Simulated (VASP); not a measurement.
# CaAsBr (P4/nmm) in VASP: single point with PBE

Aim: the single point of CaAsBr with PBE.

Everything below comes from runs of VASP 6.6.1. Logs are shortened: lines on timing, memory, paths and dates and some standing lists are left out, and cuts for length are marked.

**1. The cell of the first run**

The structure is tetragonal, space group P4/nmm (No. 129). Conventional cell: a = 4.109 Å, b = 4.109 Å, c = 8.426 Å, α = 90.00°, β = 90.00°, γ = 90.00°. Ca (site symmetry 4mm) has 4 As at 2.37 Å within 3.1 Å. Within 3.1 Å of As (site symmetry -4m2) lie 4 Ca at 2.37 Å and 4 As at 2.91 Å. Within 4.5 Å of Br (site symmetry 4mm) lie 6 Ca at 3.32 to 4.47 Å and 4 As at 3.46 Å and 8 Br at 4.08 to 4.11 Å.

**2. Single point, PBE**

INCAR

```
PREC = Accurate
ENCUT = 520
EDIFF = 1E-6
ISMEAR = -1
SIGMA = 0.1
LREAL = F
LASPH = T
NELM = 100
ALGO = Normal
ISIF = 2
LWAVE = F
LCHARG = T
GGA = PE
LELF = T
LVHAR = T
NBANDS = 31
NELECT = 43.0
```

KPOINTS

```
Automatic mesh
0
Gamma
  8 8 4
```

POSCAR

```
CaAsBr
1.0
    4.1092580000      0.0000000000      0.0000000000
    0.0000000000      4.1092580000      0.0000000000
    0.0000000000      0.0000000000      8.4262160000
Ca As Br
2 2 2
Direct
    0.0000000000      0.5000000000      0.1400000000
    0.5000000000      0.0000000000      0.8600000000
    0.0000000000      0.0000000000      0.0000000000
    0.5000000000      0.5000000000      0.0000000000
    0.0000000000      0.5000000000      0.6700000000
    0.5000000000      0.0000000000      0.3300000000
```

Potentials or basis: VASP PAW PBE potentials, release 64 (Ca_sv, As, Br).

The run is started by

```console
> cat potpaw_PBE.64/Ca_sv/POTCAR potpaw_PBE.64/As/POTCAR potpaw_PBE.64/Br/POTCAR > POTCAR
> mpirun -np 1 vasp_std > vasp.out
```

OUTCAR:

```text
PREC = Accurate
   ENCUT = 520
   EDIFF = 1E-6
   ISMEAR = -1
   LREAL = F
   LASPH = T
   NELM = 100
   ISIF = 2
   GGA = PE
   NELECT = 43.0

 ion  position               nearest neighbor table
   1  0.000  0.500  0.140-   3 2.37   4 2.37   3 2.37   4 2.37
   2  0.500  0.000  0.860-   3 2.37   4 2.37   4 2.37   3 2.37
   3  0.000  0.000  0.000-   1 2.37   2 2.37   1 2.37   2 2.37   4 2.91   4 2.91   4 2.91   4 2.91

   4  0.500  0.500  0.000-   1 2.37   2 2.37   2 2.37   1 2.37   3 2.91   3 2.91   3 2.91   3 2.91

   5  0.000  0.500  0.670-
   6  0.500  0.000  0.330-

  LATTYP: Found a simple tetragonal cell.
 ALAT       =     4.1092580000
 C/A-ratio  =     2.0505444049

  Lattice vectors:

 A1 = (   4.1092580000,   0.0000000000,   0.0000000000)
 A2 = (   0.0000000000,   4.1092580000,   0.0000000000)
 A3 = (   0.0000000000,   0.0000000000,   8.4262160000)

Analysis of symmetry for initial positions (statically):
=====================================================================
 Subroutine PRICEL returns:
 Original cell was already a primitive cell.

 Routine SETGRP: Setting up the symmetry group for a
 simple tetragonal supercell.

 Subroutine GETGRP returns: Found 16 space group operations
 (whereof  8 operations were pure point group operations)
 out of a pool of 16 trial point group operations.

The static configuration has the point symmetry D_2d.
 The point group associated with its full space group is D_4h.

Analysis of symmetry for dynamics (positions and initial velocities):
=====================================================================
 Subroutine PRICEL returns:
 Original cell was already a primitive cell.

 Routine SETGRP: Setting up the symmetry group for a
 simple tetragonal supercell.

 Subroutine GETGRP returns: Found 16 space group operations
 (whereof  8 operations were pure point group operations)
 out of a pool of 16 trial point group operations.

The dynamic configuration has the point symmetry D_2d.
 The point group associated with its full space group is D_4h.

 Subroutine INISYM returns: Found 16 space group operations
 (whereof  8 operations are pure point group operations),
 and found     1 'primitive' translations

----------------------------------------------------------------------------------------

                                     Primitive cell

[... 93 lines left out ...]
   LNONCOLLINEAR =      F non collinear calculations
   LSORBIT =      F    spin-orbit coupling
   LASPH  =      T    aspherical Exc in radial PAW
   ENCUT  =  520.0 eV  38.22 Ry    6.18 a.u.   7.64  7.64 15.67*2*pi/ulx,y,z
   NELM   =    100;   NELMIN=  2; NELMDL= -5     # of ELM steps
   EDIFF  = 0.1E-05   stopping-criterion for ELM
   LREAL  =      F    real-space projection
   EDIFFG = 0.1E-04   stopping-criterion for IOM
   NSW    =      0    number of steps for IOM
   IBRION =     -1    ionic relax: 0-MD 1-quasi-New 2-CG
   NFREE  =      0    steps in history (QN), initial steepest desc. (CG)
   ISIF   =      2    stress and relaxation
   ISYM   =      2    0-nonsym 1-usesym 2-fastsym
   POTIM  = 0.5000    time-step for ionic-motion
   TEBEG  =    0.0;   TEEND  =   0.0 temperature during run
   PSTRESS=    0.0 pullay stress
   NELECT =      43.0000    total number of electrons
   NUPDOWN=      -1.0000    fix difference up-down
   EMIN   =  10.00;   EMAX   =-10.00  energy-range for DOS
   EFERMI =   0.00;   METHOD = LEGACY
   ISMEAR =    -1;   SIGMA  =   0.10  broadening in eV -4-tet -1-fermi 0-gaus
   EFERMI_NEDOS =   21; number of points for ismear=-14 and -15
   IALGO  =     38    algorithm
   IMIX   =      4    mixing-type and parameters
     AMIX     =   0.40;   BMIX     =  1.00
     AMIX_MAG =   1.60;   BMIX_MAG =  1.00
  volume/ion in A,a.u.               =      23.71       160.03
  Fermi-wavevector in a.u.,A,eV,Ry     =   1.098612  2.076076 16.421542  1.206949
  Thomas-Fermi vector in A             =   2.234993
   LORBIT       =      0    0 simple, 1 ext, 2 COOP (PROOUT), +10 PAW based schemes
   GGA     = PE    functional components
   LHFCALC =     F    Hartree Fock is set to
   AEXX    =    0.0000 exact exchange contribution
   IVDW    =     0    specifies the selected vdW correction
   LEPSILON=     F    determine dielectric tensor
   LRPA    =     F    only Hartree local field effects (RPA)
 non-spin polarized calculation
  energy-cutoff  :      520.00
  volume of cell :      142.29
 maximum number of plane-waves:      3861
 NGX is ok and might be reduce to    32
   NGX = 15   NGY = 15   NGZ = 31

 number of electron      43.0000006 magnetization

 Free energy of the ion-electron system (eV)
  ---------------------------------------------------
  ext. energy  EPLUGINS =         0.00000000
  ---------------------------------------------------
  free energy    TOTEN  =       -16.92244769 eV

  energy without entropy =      -16.75449377  energy(sigma->0) =      -16.83847073

 E-fermi :   2.3838     XC(G=0):  -9.0634

 val. band max:        2.3668999292   @ k =   0.5000   0.2500   0.0000
 cond. band min:       2.3876086091   @ k =   0.3750   0.2500   0.0000
 fundamental gap:      0.0207086798
 Fermi energy:         2.3837927919

 k-point     1 :       0.0000    0.0000    0.0000
  band No.  band energies     occupation
      1     -36.7252      2.00000
      2     -36.6716      2.00000
      3     -18.2205      2.00000
      4     -18.1237      2.00000
      5     -18.1237      2.00000
      6     -17.9443      2.00000
[... 805 lines left out ...]
     30       7.8403      0.00000
     31       9.6875      0.00000

 [... further k-points ...]
[... 5 lines left out ...]
  --------------------------------------------------------------------------------------
  -------------------------------------------------------------------------------------
  Total       17.3517415     17.3517415      9.6243133      0.0000000      0.0000000     -0.0000000
  in kB      195.3863614    195.3863614    108.3729587      0.0000000      0.0000000     -0.0000000
  external PRESSURE =     166.3818938 kB  Pullay stress =       0.0000000 kB

 VOLUME and BASIS-vectors are now :
 -----------------------------------------------------------------------------
  energy-cutoff  :      520.00
  volume of cell :      142.29
      direct lattice vectors                 reciprocal lattice vectors
     4.109258000  0.000000000  0.000000000     0.243352936  0.000000000  0.000000000
     0.000000000  4.109258000  0.000000000     0.000000000  0.243352936  0.000000000
     0.000000000  0.000000000  8.426216000     0.000000000  0.000000000  0.118677233

 POSITION                                       TOTAL-FORCE (eV/Angst)
 -----------------------------------------------------------------------------------
      0.00000      2.05463      1.17967        -0.000000      0.000000      9.049556
      2.05463      0.00000      7.24655         0.000000      0.000000     -9.049556
      0.00000      0.00000      0.00000        -0.000000      0.000000      0.000000
      2.05463      2.05463      0.00000         0.000000     -0.000000      0.000000
      0.00000      2.05463      5.64556         0.000000      0.000000      0.392208
      2.05463      0.00000      2.78065        -0.000000      0.000000     -0.392208
 -----------------------------------------------------------------------------------
    total drift:                                0.000000      0.000000      0.000000

  FREE ENERGIE OF THE ION-ELECTRON SYSTEM (eV)
  ---------------------------------------------------
  free  energy   TOTEN  =       -16.9224476926 eV

  energy  without entropy=      -16.7544937665  energy(sigma->0) =      -16.83847073
```

OSZICAR:

```text
N       E                     dE             d eps       ncg     rms          rms(c)
DAV:   1     0.368176373080E+03    0.36818E+03   -0.20029E+04  2790   0.126E+03
DAV:   2     0.908183833472E+01   -0.35909E+03   -0.35131E+03  3376   0.337E+02
DAV:   3    -0.162898501730E+02   -0.25372E+02   -0.24939E+02  4444   0.764E+01
DAV:   4    -0.180816073634E+02   -0.17918E+01   -0.17803E+01  4548   0.164E+01
DAV:   5    -0.181224729130E+02   -0.40866E-01   -0.40850E-01  3917   0.223E+00    0.727E+00
DAV:   6    -0.172381861103E+02    0.88429E+00   -0.13528E+01  3486   0.106E+01    0.445E+00
DAV:   7    -0.169439164915E+02    0.29427E+00   -0.10169E+00  3309   0.435E+00    0.289E+00
DAV:   8    -0.169510226304E+02   -0.71061E-02   -0.61808E-01  3364   0.330E+00    0.104E+00
DAV:   9    -0.169220749001E+02    0.28948E-01   -0.88415E-02  3686   0.109E+00    0.520E-01
DAV:  10    -0.169216865319E+02    0.38837E-03   -0.21025E-02  3383   0.596E-01    0.922E-02
DAV:  11    -0.169222475434E+02   -0.56101E-03   -0.11618E-03  4214   0.163E-01    0.412E-02
DAV:  12    -0.169224201805E+02   -0.17264E-03   -0.19054E-04  3365   0.734E-02    0.137E-02
DAV:  13    -0.169224472040E+02   -0.27024E-04   -0.39684E-05  3393   0.297E-02    0.588E-03
DAV:  14    -0.169224476926E+02   -0.48858E-06   -0.24925E-06  3096   0.887E-03
   1 F= -.16922448E+02 E0= -.16838471E+02  d E =-.167954E+00
```

Run time: 2.6 min. Hardware: 1 thread of Intel Xeon Platinum 8259CL at 2.50GHz (Skylake/Cascade Lake), shared host; peak memory 0.36 GiB.

Results:

| Property | Result |
| --- | --- |
| Free energy | -16.9224 eV |
| Largest force | 9.050 eV/Å |

Forces in eV/Å, atoms in the order of the input:
```
Ca   0.000  0.000  9.050
Ca   0.000  0.000 -9.050
As   0.000  0.000  0.000
As   0.000  0.000  0.000
Br   0.000  0.000  0.392
Br   0.000  0.000 -0.392
```

Levels at points of the mesh, in eV from the Fermi level:
```
           k point  band 20  band 21  band 22  band 23  band 24  band 25
(0.00, 0.00, 0.00)    -0.99    -0.99     0.30     2.28     2.28     3.18
(0.50, 0.00, 0.00)    -0.64    -0.64    -0.64     0.15     0.15     4.64
(0.50, 0.50, 0.00)    -1.06     0.58     0.58     1.98     1.98     4.51
(0.00, 0.00, 0.50)    -0.86    -0.86    -0.45     2.25     2.25     3.18
(0.50, 0.00, 0.50)    -0.63    -0.44    -0.44     0.37     0.37     4.66
(0.50, 0.50, 0.50)    -0.99     0.37     0.37     1.98     1.98     4.50
```

Caveat: the cell carries a net charge on a neutralising background, which shifts energy and pressure; the cell is charged against a uniform background, so pressure and absolute levels hang on convention; an odd number of electrons without spin polarisation forces a metal; a magnetic or distorted state may lie lower.
